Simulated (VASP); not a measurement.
Runs of VASP 6.6.1 on AgSb. The structure is that of space group F-43m (No. 216), or close to it. The cells are those of the table. 

```csv
task,cell,k mesh,cutoff (eV),gap on the mesh (eV),pressure (GPa),relaxed volume (Å³/atom)
single point,"a = 4.215 Å, angles 60.0°, 2 atoms",6 × 6 × 6,520,none,(a),-
single point,"a = 4.432 Å, angles 60.0°, 2 atoms",16 × 16 × 16,520,none,(b),-
relaxation of cell and atoms,"relaxed from a = 4.421 Å, angles 60.0°, 2 atoms",16 × 16 × 16,600,none,0.0,30.72
single point,"a = 4.421 Å, angles 60.0°, 2 atoms",6 × 6 × 6,520,none,0.1,-
relaxation of cell and atoms,"relaxed from a = 4.215 Å, angles 60.0°, 2 atoms",6 × 6 × 6,600,none,0.0,30.58
```

Alike in all rows: level PBE; potentials or basis VASP PAW PBE potentials, release 64 (Ag, Sb); no spin polarisation; smearing gaussian 0.1 eV.

**Question.** Fill in the values left out.

**Answer.** (a) 9.9; (b) -0.1.

Caveats: spin-orbit coupling is left out, which moves the levels of the heavy elements; the cell stands under pressure (at least some runs); the volume moved by over 15 % at a fixed basis, so the end points are rough (at least some runs).

A k mesh can miss the band edges, and the runs leave out spin-orbit coupling on Ag, Sb.

A gap of «none» marks levels without a gap at the run's occupations.
